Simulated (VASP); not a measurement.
# LiNbO3 (Pm-3m) in VASP: settings compared

Aim: see how the results for LiNbO3 move with the level of theory and the settings. Levels: LDA, PBE, PBEsol. Tasks: single point.

Program: VASP 6.6.1. These are calculated values, not measurements. Logs are shortened: lines on timing, memory, paths and dates and some standing lists are left out, and cuts for length are marked.

## 1. The cell of the first run

It takes space group Pm-3m (No. 221, cubic). The conventional cell has a = 3.900 Å, b = 3.900 Å, c = 3.900 Å, α = 90.00°, β = 90.00°, γ = 90.00°. Li (site symmetry m-3m) has 12 O at 2.76 Å and 8 Nb at 3.38 Å within 3.6 Å. Within 2.6 Å of Nb (site symmetry m-3m) lie 6 O at 1.95 Å. Within 2.6 Å of O (site symmetry 4/mmm) lie 2 Nb at 1.95 Å.

## 2. Single point, LDA

INCAR reads:

```
ALGO = Normal
EDIFF = 1E-6
ENCUT = 520
GGA = CA
ISIF = 2
ISMEAR = -1
LASPH = True
LCHARG = False
LREAL = False
LWAVE = False
NBANDS = 25
NELM = 100
PREC = Accurate
SIGMA = 0.02
```

KPOINTS reads:

```
k-points
0
Gamma
  6 6 6
```

POSCAR reads:

```
LiNbO3
1.0
    3.9003054483      0.0000000000      0.0000000000
    0.0000000000      3.9003054483      0.0000000000
    0.0000000000      0.0000000000      3.9003054483
Li Nb O
1 1 3
Direct
    0.0000000000      0.0000000000      0.0000000000
    0.5000000000      0.5000000000      0.5000000000
    0.5000000000      0.5000000000      0.0000000000
    0.5000000000      0.0000000000      0.5000000000
    0.0000000000      0.5000000000      0.5000000000
```

Potentials or basis: VASP PAW LDA potentials, release 64 (Li_sv, Nb_sv, O).

The run is started by

```bash
$ cat potpaw_LDA.64/Li_sv/POTCAR potpaw_LDA.64/Nb_sv/POTCAR potpaw_LDA.64/O/POTCAR > POTCAR
$ mpirun -np 1 vasp_std > vasp.out
```

OUTCAR:

```text
EDIFF = 1E-6
   ENCUT = 520
   GGA = CA
   ISIF = 2
   ISMEAR = -1
   LASPH = True
   LREAL = False
   NELM = 100
   PREC = Accurate

 ion  position               nearest neighbor table
   1  0.000  0.000  0.000-
   2  0.500  0.500  0.500-   3 1.95   4 1.95   5 1.95   3 1.95   4 1.95   5 1.95
   3  0.500  0.500  0.000-   2 1.95   2 1.95
   4  0.500  0.000  0.500-   2 1.95   2 1.95
   5  0.000  0.500  0.500-   2 1.95   2 1.95

  LATTYP: Found a simple cubic cell.
 ALAT       =     3.9003054483

  Lattice vectors:

 A1 = (   3.9003054483,   0.0000000000,   0.0000000000)
 A2 = (   0.0000000000,   3.9003054483,   0.0000000000)
 A3 = (   0.0000000000,   0.0000000000,   3.9003054483)

Analysis of symmetry for initial positions (statically):
=====================================================================
 Subroutine PRICEL returns:
 Original cell was already a primitive cell.

 Routine SETGRP: Setting up the symmetry group for a
 simple cubic supercell.

 Subroutine GETGRP returns: Found 48 space group operations
 (whereof 48 operations were pure point group operations)
 out of a pool of 48 trial point group operations.

The static configuration has the point symmetry O_h .

Analysis of symmetry for dynamics (positions and initial velocities):
=====================================================================
 Subroutine PRICEL returns:
 Original cell was already a primitive cell.

 Routine SETGRP: Setting up the symmetry group for a
 simple cubic supercell.

 Subroutine GETGRP returns: Found 48 space group operations
 (whereof 48 operations were pure point group operations)
 out of a pool of 48 trial point group operations.

The dynamic configuration has the point symmetry O_h .

 Subroutine INISYM returns: Found 48 space group operations
 (whereof 48 operations are pure point group operations),
 and found     1 'primitive' translations

----------------------------------------------------------------------------------------

                                     Primitive cell

  volume of cell :      59.3329

  direct lattice vectors                    reciprocal lattice vectors
     3.900305448  0.000000000  0.000000000     0.256390176  0.000000000  0.000000000
     0.000000000  3.900305448  0.000000000     0.000000000  0.256390176  0.000000000
     0.000000000  0.000000000  3.900305448     0.000000000  0.000000000  0.256390176

  length of vectors
     3.900305448  3.900305448  3.900305448     0.256390176  0.256390176  0.256390176

  position of ions in fractional coordinates (direct lattice)
     0.000000000  0.000000000  0.000000000
     0.500000000  0.500000000  0.500000000
     0.500000000  0.500000000  0.000000000
     0.500000000  0.000000000  0.500000000
     0.000000000  0.500000000  0.500000000

  ion indices of the primitive-cell ions
   primitive index   ion index
                 1           1
                 2           2
                 3           3
                 4           4
                 5           5

----------------------------------------------------------------------------------------

 KPOINTS: k-points

Automatic generation of k-mesh.
 Grid dimensions read from file:
 generate k-points for:    6    6    6

 Generating k-lattice:

  Cartesian coordinates                     Fractional coordinates (reciprocal lattice)
     0.042731696  0.000000000  0.000000000     0.166666667  0.000000000  0.000000000
     0.000000000  0.042731696  0.000000000     0.000000000  0.166666667  0.000000000
     0.000000000  0.000000000  0.042731696     0.000000000  0.000000000  0.166666667

  Length of vectors
     0.042731696  0.042731696  0.042731696

  Shift w.r.t. Gamma in fractional coordinates (k-lattice)
     0.000000000  0.000000000  0.000000000

 Subroutine IBZKPT returns following result:
 ===========================================

 Found     20 irreducible k-points:

 Following reciprocal coordinates:
            Coordinates               Weight
  0.000000  0.000000  0.000000      1.000000
  0.166667  0.000000  0.000000      6.000000
  0.333333  0.000000  0.000000      6.000000
  0.500000  0.000000  0.000000      3.000000
  0.166667  0.166667  0.000000     12.000000
  0.333333  0.166667  0.000000     24.000000
[... 12 lines left out ...]
  0.500000  0.500000  0.333333      6.000000
  0.500000  0.500000  0.500000      1.000000
   k-points           NKPTS =     20   k-points in BZ     NKDIM =     20   number of bands    NBANDS=     25
   number of dos      NEDOS =    301   number of ions     NIONS =      5
   total plane-waves  NPLWV =  27000
   dimension x,y,z NGX =    30 NGY =   30 NGZ =   30
   dimension x,y,z NGXF=    60 NGYF=   60 NGZF=   60
   ions per type =               1   1   3
   NGX,Y,Z   is equivalent  to a cutoff of  12.79, 12.79, 12.79 a.u.
   NGXF,Y,Z  is equivalent  to a cutoff of  25.57, 25.57, 25.57 a.u.
 SYSTEM =  unknown system
   PREC   = accura    normal or accurate (medium, high low for compatibility)
   ISTART =      0    job   : 0-new  1-cont  2-samecut
   ICHARG =      2    charge: 1-file 2-atom 10-const
   ISPIN  =      1    spin polarized calculation?
   LNONCOLLINEAR =      F non collinear calculations
   LSORBIT =      F    spin-orbit coupling
   LASPH  =      T    aspherical Exc in radial PAW
   ENCUT  =  520.0 eV  38.22 Ry    6.18 a.u.   7.25  7.25  7.25*2*pi/ulx,y,z
   NELM   =    100;   NELMIN=  2; NELMDL= -5     # of ELM steps
   EDIFF  = 0.1E-05   stopping-criterion for ELM
   LREAL  =      F    real-space projection
   EDIFFG = 0.1E-04   stopping-criterion for IOM
   NSW    =      0    number of steps for IOM
   IBRION =     -1    ionic relax: 0-MD 1-quasi-New 2-CG
   NFREE  =      0    steps in history (QN), initial steepest desc. (CG)
   ISIF   =      2    stress and relaxation
   ISYM   =      2    0-nonsym 1-usesym 2-fastsym
   POTIM  = 0.5000    time-step for ionic-motion
   TEBEG  =    0.0;   TEEND  =   0.0 temperature during run
   PSTRESS=    0.0 pullay stress
   NELECT =      34.0000    total number of electrons
   NUPDOWN=      -1.0000    fix difference up-down
   EMIN   =  10.00;   EMAX   =-10.00  energy-range for DOS
   EFERMI =   0.00;   METHOD = LEGACY
   ISMEAR =    -1;   SIGMA  =   0.02  broadening in eV -4-tet -1-fermi 0-gaus
   EFERMI_NEDOS =   21; number of points for ismear=-14 and -15
   IALGO  =     38    algorithm
   IMIX   =      4    mixing-type and parameters
     AMIX     =   0.40;   BMIX     =  1.00
     AMIX_MAG =   1.60;   BMIX_MAG =  1.00
  volume/ion in A,a.u.               =      11.87        80.08
  Fermi-wavevector in a.u.,A,eV,Ry     =   1.359782  2.569615 25.157257  1.849006
  Thomas-Fermi vector in A             =   2.486500
   LORBIT       =      0    0 simple, 1 ext, 2 COOP (PROOUT), +10 PAW based schemes
   GGA     = CA    functional components
   LHFCALC =     F    Hartree Fock is set to
   AEXX    =    0.0000 exact exchange contribution
   IVDW    =     0    specifies the selected vdW correction
   LEPSILON=     F    determine dielectric tensor
   LRPA    =     F    only Hartree local field effects (RPA)
 non-spin polarized calculation
  energy-cutoff  :      520.00
  volume of cell :       59.33
 maximum number of plane-waves:      1628
 NGX is ok and might be reduce to    30
   NGX = 15   NGY = 15   NGZ = 15

 number of electron      34.0000003 magnetization

 Free energy of the ion-electron system (eV)
  ---------------------------------------------------
  ext. energy  EPLUGINS =         0.00000000
  ---------------------------------------------------
  free energy    TOTEN  =       -42.85265983 eV

  energy without entropy =      -42.85265983  energy(sigma->0) =      -42.85265983

 E-fermi :   3.9437     XC(G=0): -10.6140

 val. band max:        3.3114147526   @ k =   0.5000   0.5000   0.5000
 cond. band min:       4.9762827103   @ k =   0.0000   0.0000   0.0000
 fundamental gap:      1.6648679577
 Fermi energy:         3.9437148592

 k-point     1 :       0.0000    0.0000    0.0000
  band No.  band energies     occupation
      1     -51.0105      2.00000
      2     -41.0022      2.00000
      3     -27.3461      2.00000
      4     -27.3461      2.00000
      5     -27.3461      2.00000
      6     -13.9421      2.00000
[... 17 lines left out ...]
     24      14.3942      0.00000
     25      14.3944      0.00000

 k-point     2 :       0.1667    0.0000    0.0000
  band No.  band energies     occupation
      1     -51.0096      2.00000
      2     -41.0022      2.00000
      3     -27.3944      2.00000
      4     -27.3444      2.00000
      5     -27.3444      2.00000
      6     -13.8412      2.00000
[... 17 lines left out ...]
     24      12.9474      0.00000
     25      14.2343      0.00000

 k-point     3 :       0.3333    0.0000    0.0000
  band No.  band energies     occupation
      1     -51.0078      2.00000
      2     -41.0020      2.00000
      3     -27.4885      2.00000
      4     -27.3410      2.00000
      5     -27.3410      2.00000
      6     -13.7528      2.00000
[... 17 lines left out ...]
     24      12.3928      0.00000
     25      13.9559      0.00000

 k-point     4 :       0.5000    0.0000    0.0000
  band No.  band energies     occupation
      1     -51.0068      2.00000
      2     -41.0020      2.00000
      3     -27.5345      2.00000
      4     -27.3392      2.00000
      5     -27.3392      2.00000
      6     -13.7299      2.00000
[... 17 lines left out ...]
     24      12.9778      0.00000
     25      13.8452      0.00000
[... 365 lines left out ...]
 k-point    18 :       0.5000    0.3333    0.3333
  band No.  band energies     occupation
      1     -51.0014      2.00000
      2     -41.0015      2.00000
      3     -27.5226      2.00000
      4     -27.4755      2.00000
      5     -27.4747      2.00000
      6     -12.5491      2.00000
[... 17 lines left out ...]
     24      13.2419      0.00000
     25      13.9875      0.00000

 k-point    19 :       0.5000    0.5000    0.3333
  band No.  band energies     occupation
      1     -51.0005      2.00000
      2     -41.0014      2.00000
      3     -27.5206      2.00000
      4     -27.5206      2.00000
      5     -27.4732      2.00000
      6     -12.4894      2.00000
[... 17 lines left out ...]
     24      13.1456      0.00000
     25      14.3596      0.00000

 k-point    20 :       0.5000    0.5000    0.5000
  band No.  band energies     occupation
      1     -50.9996      2.00000
      2     -41.0013      2.00000
      3     -27.5186      2.00000
      4     -27.5186      2.00000
      5     -27.5186      2.00000
      6     -12.0805      2.00000
[... 17 lines left out ...]
     24      13.2150      0.00000
     25      15.4747      0.00000

------------------------ aborting loop because EDIFF is reached ----------------------------------------

  FORCE on cell =-STRESS in cart. coord.  units (eV):
  Direction    XX          YY          ZZ          XY          YZ          ZX
  --------------------------------------------------------------------------------------
  -------------------------------------------------------------------------------------
  Total        0.0066167      0.0066167      0.0066167     -0.0000000      0.0000000     -0.0000000
  in kB        0.1786725      0.1786725      0.1786725     -0.0000000      0.0000000     -0.0000000
  external PRESSURE =       0.1786725 kB  Pullay stress =       0.0000000 kB

 VOLUME and BASIS-vectors are now :
 -----------------------------------------------------------------------------
  energy-cutoff  :      520.00
  volume of cell :       59.33
      direct lattice vectors                 reciprocal lattice vectors
     3.900305448  0.000000000  0.000000000     0.256390176  0.000000000  0.000000000
     0.000000000  3.900305448  0.000000000     0.000000000  0.256390176  0.000000000
     0.000000000  0.000000000  3.900305448     0.000000000  0.000000000  0.256390176

 POSITION                                       TOTAL-FORCE (eV/Angst)
 -----------------------------------------------------------------------------------
      0.00000      0.00000      0.00000         0.000000      0.000000      0.000000
      1.95015      1.95015      1.95015         0.000000      0.000000      0.000000
      1.95015      1.95015      0.00000         0.000000      0.000000      0.000000
      1.95015      0.00000      1.95015         0.000000      0.000000      0.000000
      0.00000      1.95015      1.95015         0.000000      0.000000      0.000000
 -----------------------------------------------------------------------------------
    total drift:                                0.000000      0.000000     -0.000000

  FREE ENERGIE OF THE ION-ELECTRON SYSTEM (eV)
  ---------------------------------------------------
  free  energy   TOTEN  =       -42.8526598290 eV

  energy  without entropy=      -42.8526598290  energy(sigma->0) =      -42.85265983
```

It took 25 s on 1 thread of AMD EPYC 9R45 (Zen 5), shared host; peak memory 0.13 GiB.

What came out:

```yaml
Free_energy: -42.8527 eV
Band_gap_on_the_k_mesh: 1.66 eV, indirect (least direct gap 2.46 eV)
```

Caveat: the cutoff is under 1.25 times the usual one of these potentials, so pressure, stress and relaxed cells hold a basis-set (Pulay) error.

(Part 1 of 2 ends here.)
